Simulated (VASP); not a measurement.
# Mg2C3 (C2/m) in VASP: settings compared, part 2 of 2

VASP 6.6.1. The steps go on from the part before.

## 4. Single point, RPBE+D4 (10.37 Å³/atom)

This run uses another cell than the first one, of 10.37 Å³/atom.

INCAR reads:

```
SYSTEM = Mg2C3
PREC     = Accurate       ! precision mode
ENCUT    = 520            ! plane-wave cutoff, eV
EDIFF    = 1E-7           ! SCF threshold, eV
ISMEAR   = 0              ! smearing method
SIGMA    = 0.05           ! smearing width, eV
LREAL    = .FALSE.        ! projectors in reciprocal space
LASPH    = .TRUE.         ! aspherical terms in the spheres
NELM     = 60             ! most SCF steps
ALGO     = Normal         ! electronic algorithm
ISIF     = 2              ! what is computed and relaxed
LWAVE    = .FALSE.        ! write WAVECAR
LCHARG   = .FALSE.        ! write CHGCAR
GGA      = RP             ! functional
IVDW     = 13             ! dispersion correction
NBANDS   = 16             ! bands
```

KPOINTS reads:

```
Automatic mesh
0
G
  8 8 6
  0 0 0
```

POSCAR reads:

```
Mg2C3
1.0
    2.3695424535     -2.2901582698      0.0102607233
    2.3695424535      2.2901582698      0.0102607233
   -1.1830121870      0.0000000000      4.7702776235
Mg C
2 3
Direct
    0.8092862858      0.8092862858      0.2021872109
    0.1907137142      0.1907137142      0.7978127891
    0.2981530746      0.2981530746      0.2613595721
    0.7018469254      0.7018469254      0.7386404279
    0.5000000000      0.5000000000      0.5000000000
```

Potentials or basis: VASP PAW PBE potentials, release 64 (Mg, C).

Run with:

```sh
cat potpaw_PBE.64/Mg/POTCAR potpaw_PBE.64/C/POTCAR > POTCAR
mpirun -np 1 vasp_std > vasp.out
```

OUTCAR:

```text
SYSTEM = Mg2C3
   PREC = Accurate
   ENCUT = 520
   EDIFF = 1E-7
   ISMEAR = 0
   LREAL = .FALSE.
   LASPH = .TRUE.
   NELM = 60
   ISIF = 2
   GGA = RP
   IVDW = 13

 ion  position               nearest neighbor table
   1  0.809  0.809  0.202-   4 2.21   3 2.27   5 2.30   3 2.31   3 2.31   3 2.51   5 2.75   5 2.75
                             4 2.80   2 2.99   2 3.00   2 3.00   2 3.06   2 3.13
   2  0.191  0.191  0.798-   3 2.21   4 2.27   5 2.30   4 2.31   4 2.31   4 2.51   5 2.75   5 2.75
                             3 2.80   1 2.99   1 3.00   1 3.00   1 3.06   1 3.13
   3  0.298  0.298  0.261-   5 1.33   2 2.21   1 2.27   1 2.31   1 2.31   1 2.51   2 2.80
   4  0.702  0.702  0.739-   5 1.33   1 2.21   2 2.27   2 2.31   2 2.31   2 2.51   1 2.80
   5  0.500  0.500  0.500-   3 1.33   4 1.33   1 2.30   2 2.30   2 2.75   2 2.75   1 2.75   1 2.75

  LATTYP: Found a base centered monoclinic cell.
 ALAT       =     4.7391293383
 B/A-ratio  =     0.9664890347
 C/A-ratio  =     1.0370639953
 COS(beta)  =    -0.2364998381

  Lattice vectors:

 A1 = (   2.3695424535,  -2.2901582698,   0.0102607233)
 A2 = (   2.3695424535,   2.2901582698,   0.0102607233)
 A3 = (  -1.1830121870,   0.0000000000,   4.7702776235)

Analysis of symmetry for initial positions (statically):
=====================================================================
 Subroutine PRICEL returns:
 Original cell was already a primitive cell.

 Routine SETGRP: Setting up the symmetry group for a
 base centered monoclinic supercell.

 Subroutine GETGRP returns: Found  4 space group operations
 (whereof  4 operations were pure point group operations)
 out of a pool of  4 trial point group operations.

The static configuration has the point symmetry C_2h.

Analysis of symmetry for dynamics (positions and initial velocities):
=====================================================================
 Subroutine PRICEL returns:
 Original cell was already a primitive cell.

 Routine SETGRP: Setting up the symmetry group for a
 base centered monoclinic supercell.

[... 135 lines left out ...]
   GGA     = RP    functional components
   LHFCALC =     F    Hartree Fock is set to
   AEXX    =    0.0000 exact exchange contribution
   IVDW    =    13    specifies the selected vdW correction
   LEPSILON=     F    determine dielectric tensor
   LRPA    =     F    only Hartree local field effects (RPA)
 non-spin polarized calculation
 Gauss-broadening in eV      SIGMA  =   0.05
  energy-cutoff  :      520.00
  volume of cell :       51.83
 maximum number of plane-waves:      1414
 NGX is ok and might be reduce to    28
   NGX = 13   NGY = 13   NGZ = 19

 number of electron      15.9999999 magnetization

 Free energy of the ion-electron system (eV)
  ---------------------------------------------------
  ext. energy  EPLUGINS =         0.00000000
  ---------------------------------------------------
  free energy    TOTEN  =       -27.81384080 eV

  energy without entropy =      -27.81384080  energy(sigma->0) =      -27.81384080

 E-fermi :   5.3754     XC(G=0): -10.4945

 val. band max:        5.1007275354   @ k =   0.0000   0.0000   0.5000
 cond. band min:       6.8908209262   @ k =   0.5000   0.5000   0.0000
 fundamental gap:      1.7900933908
 Fermi energy:         5.3754344789

 k-point     1 :       0.0000    0.0000    0.0000
  band No.  band energies     occupation
      1     -11.1878      2.00000
      2      -7.1035      2.00000
      3      -2.4764      2.00000
      4       0.9923      2.00000
      5       1.7595      2.00000
      6       2.1688      2.00000
[... 433 lines left out ...]
      3      -1.3684      2.00000
      4      -0.7429      2.00000
      5       0.8334      2.00000
      6       1.7036      2.00000
[... 8 lines left out ...]
     15      15.1080      0.00000
     16      15.7744      0.00000

 [... further k-points ...]

------------------------ aborting loop because EDIFF is reached ----------------------------------------

  DFT-D4 for vdW energy calculation

  Edisp (eV):   -1.75038

  FORCE on cell =-STRESS in cart. coord.  units (eV):
  Direction    XX          YY          ZZ          XY          YZ          ZX
  --------------------------------------------------------------------------------------
  -------------------------------------------------------------------------------------
  Total       1.45382     1.41599     1.53153     0.00000     0.00000     0.09458
  in kB      44.94176    43.77242    47.34408     0.00000     0.00000     2.92385
  external pressure =       45.35 kB  Pullay stress =        0.00 kB

 VOLUME and BASIS-vectors are now :
 -----------------------------------------------------------------------------
  energy-cutoff  :      520.00
  volume of cell :       51.83
      direct lattice vectors                 reciprocal lattice vectors
     2.369542453 -2.290158270  0.010260723     0.210784842 -0.218325522  0.052273905
     2.369542453  2.290158270  0.010260723     0.210784842  0.218325522  0.052273905
    -1.183012187  0.000000000  4.770277624    -0.000906784  0.000000000  0.209406526

 POSITION                                       TOTAL-FORCE (eV/Angst)
 -----------------------------------------------------------------------------------
      3.59609      0.00000      0.98110        -0.000598      0.000000     -0.008539
     -0.04001      0.00000      3.80970         0.000598      0.000000      0.008539
      1.10378      0.00000      1.25288        -0.038149      0.000000     -0.051115
      2.45229      0.00000      3.53792         0.038149      0.000000      0.051115
      1.77804      0.00000      2.39540        -0.000000     -0.000000      0.000000
 -----------------------------------------------------------------------------------
    total drift:                               -0.000000      0.000000      0.000000

  FREE ENERGIE OF THE ION-ELECTRON SYSTEM (eV)
  ---------------------------------------------------
  free  energy   TOTEN  =       -29.5642224182 eV

  energy  without entropy=      -29.5642224182  energy(sigma->0) =      -29.56422242
```

OSZICAR:

```text
N       E                     dE             d eps       ncg     rms          rms(c)
DAV:   1     0.366788969629E+02    0.36679E+02   -0.68646E+03  3648   0.866E+02
DAV:   2    -0.282756592852E+02   -0.64955E+02   -0.59344E+02  5080   0.162E+02
DAV:   3    -0.317954408339E+02   -0.35198E+01   -0.35022E+01  4808   0.372E+01
DAV:   4    -0.318222717917E+02   -0.26831E-01   -0.26828E-01  4520   0.394E+00
DAV:   5    -0.318225236719E+02   -0.25188E-03   -0.25188E-03  4824   0.366E-01    0.971E+00
DAV:   6    -0.281078757807E+02    0.37146E+01   -0.54153E+00  4600   0.138E+01    0.430E+00
DAV:   7    -0.278199429176E+02    0.28793E+00   -0.13365E+00  5184   0.716E+00    0.229E+00
DAV:   8    -0.278134739032E+02    0.64690E-02   -0.48315E-02  4336   0.151E+00    0.529E-01
DAV:   9    -0.278136673242E+02   -0.19342E-03   -0.47758E-03  4976   0.537E-01    0.143E-01
DAV:  10    -0.278138049514E+02   -0.13763E-03   -0.71418E-04  4608   0.170E-01    0.494E-02
DAV:  11    -0.278138418793E+02   -0.36928E-04   -0.84041E-05  4768   0.742E-02    0.167E-02
DAV:  12    -0.278138408514E+02    0.10280E-05   -0.84694E-06  4848   0.203E-02    0.397E-03
DAV:  13    -0.278138408321E+02    0.19338E-07   -0.10819E-06  4768   0.654E-03    0.968E-04
DAV:  14    -0.278138408048E+02    0.27278E-07   -0.63722E-08  3032   0.184E-03
   1 F= -.29564222E+02 E0= -.29564222E+02  d E =-.579278E-17
```

Run time: 2.6 min. Hardware: 1 thread of Intel Xeon 8259CL, shared host; peak memory 0.24 GiB.

Results:

| Item | Value |
| --- | --- |
| Free energy | -29.5642 eV |
| Pressure | 4.5 GPa |
| Largest force | 0.064 eV/Å |
| Band gap on the k mesh | 1.79 eV (least direct gap 2.54 eV) |
| Dispersion energy per atom | -0.350 eV |

Forces on the atoms (eV/Å):
```
Mg  -0.001  0.000 -0.009
Mg   0.001  0.000  0.009
C   -0.038  0.000 -0.051
C    0.038  0.000  0.051
C    0.000  0.000  0.000
```

Stress tensor (GPa, compression positive):
```
4.49 0.00 0.29
0.00 4.38 0.00
0.29 0.00 4.73
```

Levels at points of the mesh, in eV from the valence-band top:
| k point | band 5 | band 6 | band 7 | band 8 | band 9 | band 10 | band 11 | band 12 |
| --- | --- | --- | --- | --- | --- | --- | --- | --- |
| (0.00, 0.00, 0.00) | -3.34 | -2.93 | -1.50 | -0.72 | 3.69 | 3.90 | 4.10 | 7.91 |
| (0.50, 0.00, 0.00) | -4.82 | -3.22 | -3.16 | -0.16 | 2.97 | 4.80 | 6.70 | 7.18 |
| (0.50, 0.50, 0.00) | -5.54 | -3.77 | -2.40 | -1.20 | 1.79 | 2.33 | 3.29 | 5.71 |
| (0.00, 0.00, 0.50) | -3.79 | -3.53 | -0.94 | 0.00 | 3.18 | 3.44 | 4.64 | 6.02 |
| (0.50, 0.00, 0.50) | -4.08 | -3.12 | -1.27 | -0.25 | 2.28 | 3.87 | 6.13 | 7.10 |
| (0.50, 0.50, 0.50) | -5.28 | -3.96 | -3.02 | -2.10 | 2.21 | 3.90 | 5.63 | 7.11 |

Caveat: the cell stands under pressure; the PAW data sets were made with another functional, which shifts forces and pressure a little.

## 5. Single point, PBE+D4 (10.37 Å³/atom)

This run uses another cell than the first one, of 10.37 Å³/atom.

INCAR reads:

```
SYSTEM = Mg2C3
  ALGO = Normal
  EDIFF = 1E-6
  ENCUT = 520
  GGA = PE
  ISIF = 2
  ISMEAR = 0
  IVDW = 13
  LASPH = .TRUE.
  LCHARG = .FALSE.
  LREAL = .FALSE.
  LWAVE = .FALSE.
  NBANDS = 16
  NELM = 80
  PREC = Accurate
  SIGMA = 0.05
```

KPOINTS reads:

```
k-points
0
G
  8 8 6
  0 0 0
```

POSCAR reads:

```
Mg2C3
1.0
    2.3630028752     -2.2927952134      0.0073201282
    2.3630028752      2.2927952134      0.0073201282
   -1.1854123529      0.0000000000      4.7806951757
Mg C
2 3
Direct
    0.8087564711      0.8087564711      0.2004184049
    0.1912435289      0.1912435289      0.7995815951
    0.2997019112      0.2997019112      0.2609664137
    0.7002980888      0.7002980888      0.7390335863
    0.5000000000      0.5000000000      0.5000000000
```

Potentials or basis: VASP PAW PBE potentials, release 64 (Mg, C).

Run with:

```sh
cat potpaw_PBE.64/Mg/POTCAR potpaw_PBE.64/C/POTCAR > POTCAR
mpirun -np 1 vasp_std > vasp.out
```

OUTCAR:

```text
SYSTEM = Mg2C3
   EDIFF = 1E-6
   ENCUT = 520
   GGA = PE
   ISIF = 2
   ISMEAR = 0
   IVDW = 13
   LASPH = .TRUE.
   LREAL = .FALSE.
   NELM = 80
   PREC = Accurate

 ion  position               nearest neighbor table
   1  0.809  0.809  0.200-   4 2.21   3 2.27   5 2.31   3 2.31   3 2.31   3 2.49   5 2.76   5 2.76
                             4 2.82   2 2.98   2 2.99   2 2.99   2 3.07   2 3.11
   2  0.191  0.191  0.800-   3 2.21   4 2.27   5 2.31   4 2.31   4 2.31   4 2.49   5 2.76   5 2.76
                             3 2.82   1 2.98   1 2.99   1 2.99   1 3.07   1 3.11
   3  0.300  0.300  0.261-   5 1.32   2 2.21   1 2.27   1 2.31   1 2.31   1 2.49   2 2.82
   4  0.700  0.700  0.739-   5 1.32   1 2.21   2 2.27   2 2.31   2 2.31   2 2.49   1 2.82
   5  0.500  0.500  0.500-   3 1.32   4 1.32   1 2.31   2 2.31   2 2.76   2 2.76   1 2.76   1 2.76

  LATTYP: Found a base centered monoclinic cell.
 ALAT       =     4.7260284267
 B/A-ratio  =     0.9702841398
 C/A-ratio  =     1.0422005446
 COS(beta)  =    -0.2376620312

  Lattice vectors:

 A1 = (   2.3630028752,  -2.2927952134,   0.0073201282)
 A2 = (   2.3630028752,   2.2927952134,   0.0073201282)
 A3 = (  -1.1854123529,   0.0000000000,   4.7806951757)

Analysis of symmetry for initial positions (statically):
=====================================================================
 Subroutine PRICEL returns:
 Original cell was already a primitive cell.

 Routine SETGRP: Setting up the symmetry group for a
 base centered monoclinic supercell.

 Subroutine GETGRP returns: Found  4 space group operations
 (whereof  4 operations were pure point group operations)
 out of a pool of  4 trial point group operations.

The static configuration has the point symmetry C_2h.

Analysis of symmetry for dynamics (positions and initial velocities):
=====================================================================
 Subroutine PRICEL returns:
 Original cell was already a primitive cell.

 Routine SETGRP: Setting up the symmetry group for a
 base centered monoclinic supercell.

[... 135 lines left out ...]
   GGA     = PE    functional components
   LHFCALC =     F    Hartree Fock is set to
   AEXX    =    0.0000 exact exchange contribution
   IVDW    =    13    specifies the selected vdW correction
   LEPSILON=     F    determine dielectric tensor
   LRPA    =     F    only Hartree local field effects (RPA)
 non-spin polarized calculation
 Gauss-broadening in eV      SIGMA  =   0.05
  energy-cutoff  :      520.00
  volume of cell :       51.84
 maximum number of plane-waves:      1410
   NGX = 13   NGY = 13   NGZ = 19

 number of electron      15.9999998 magnetization

 Free energy of the ion-electron system (eV)
  ---------------------------------------------------
  ext. energy  EPLUGINS =         0.00000000
  ---------------------------------------------------
  free energy    TOTEN  =       -29.55409758 eV

  energy without entropy =      -29.55409758  energy(sigma->0) =      -29.55409758

 E-fermi :   5.2289     XC(G=0): -10.6279

 val. band max:        5.0089092854   @ k =   0.0000   0.0000   0.5000
 cond. band min:       6.7089963270   @ k =   0.5000   0.5000  -0.0000
 fundamental gap:      1.7000870416
 Fermi energy:         5.2288769752

 k-point     1 :       0.0000    0.0000    0.0000
  band No.  band energies     occupation
      1     -11.2555      2.00000
      2      -7.2057      2.00000
      3      -2.6138      2.00000
      4       0.8619      2.00000
      5       1.6275      2.00000
      6       2.0322      2.00000
[... 433 lines left out ...]
      3      -1.5204      2.00000
      4      -0.8756      2.00000
      5       0.7342      2.00000
      6       1.5706      2.00000
[... 8 lines left out ...]
     15      14.8893      0.00000
     16      15.6246      0.00000

 [... further k-points ...]

------------------------ aborting loop because EDIFF is reached ----------------------------------------

  DFT-D4 for vdW energy calculation

  Edisp (eV):   -0.80209

  FORCE on cell =-STRESS in cart. coord.  units (eV):
  Direction    XX          YY          ZZ          XY          YZ          ZX
  --------------------------------------------------------------------------------------
  -------------------------------------------------------------------------------------
  Total       1.50850     1.47841     1.59381     0.00000     0.00000     0.08291
  in kB      46.61981    45.68998    49.25635     0.00000     0.00000     2.56223
  external pressure =       47.19 kB  Pullay stress =        0.00 kB

 VOLUME and BASIS-vectors are now :
 -----------------------------------------------------------------------------
  energy-cutoff  :      520.00
  volume of cell :       51.84
      direct lattice vectors                 reciprocal lattice vectors
     2.363002875 -2.292795213  0.007320128     0.211432765 -0.218074426  0.052426478
     2.363002875  2.292795213  0.007320128     0.211432765  0.218074426  0.052426478
    -1.185412353  0.000000000  4.780695176    -0.000647485  0.000000000  0.209014051

 POSITION                                       TOTAL-FORCE (eV/Angst)
 -----------------------------------------------------------------------------------
      3.58461      0.00000      0.96998         0.001532      0.000000     -0.002048
     -0.04402      0.00000      3.82536        -0.001532      0.000000      0.002048
      1.10704      0.00000      1.25199        -0.029501      0.000000     -0.036584
      2.43355      0.00000      3.54335         0.029501      0.000000      0.036584
      1.77030      0.00000      2.39767         0.000000      0.000000      0.000000
 -----------------------------------------------------------------------------------
    total drift:                                0.000000     -0.000000     -0.000000

  FREE ENERGIE OF THE ION-ELECTRON SYSTEM (eV)
  ---------------------------------------------------
  free  energy   TOTEN  =       -30.3561895577 eV

  energy  without entropy=      -30.3561895577  energy(sigma->0) =      -30.35618956
```

It took 1.8 min on 1 thread of Intel Xeon 8259CL, shared host; peak memory 0.22 GiB.

Results:

| Quantity | Value |
| --- | --- |
| Free energy | -30.3562 eV |
| Pressure | 4.7 GPa |
| Largest force | 0.047 eV/Å |
| Band gap on the k mesh | 1.70 eV (least direct gap 2.47 eV) |
| Dispersion energy per atom | -0.160 eV |

Forces in eV/Å, atoms in the order of the input:
```
Mg   0.002  0.000 -0.002
Mg  -0.002  0.000  0.002
C   -0.030  0.000 -0.037
C    0.030  0.000  0.037
C    0.000  0.000  0.000
```

Caveat: the cell stands under pressure.

## 6. Summary

| level | cell | gap on the mesh (eV) | pressure (GPa) | largest force (eV/Å) |
| --- | --- | --- | --- | --- |
| PBEsol+D3(BJ) | a = 3.264, b = 3.264, c = 4.860 Å, angles 99.5, 99.5, 88.0°, 5 atoms, atomic positions A | 1.75 | 5.3 | 0.06 |
| PBEsol+D3(BJ) | a = 3.286, b = 3.286, c = 4.898 Å, angles 99.7, 99.7, 88.1°, 5 atoms, atomic positions A | 1.73 | 2.5 | 0.06 |
| RPBE+D4 | a = 3.295, b = 3.295, c = 4.915 Å, angles 99.8, 99.8, 88.0°, 5 atoms, atomic positions A | 1.79 | 4.5 | 0.06 |
| PBE+D4 | a = 3.293, b = 3.293, c = 4.925 Å, angles 99.8, 99.8, 88.3°, 5 atoms, atomic positions B | 1.70 | 4.7 | 0.05 |

Alike in all rows: task single point; potentials or basis VASP PAW PBE potentials, release 64 (Mg, C); no spin polarisation; k mesh 8 × 8 × 6; cutoff (eV) 520; smearing gaussian 0.05 eV.

Caveats: the cell stands under pressure (at least some runs); the PAW data sets were made with another functional, which shifts forces and pressure a little (at least some runs).

Total energies depend on the potentials used, so only differences within one code and one set of settings carry meaning.
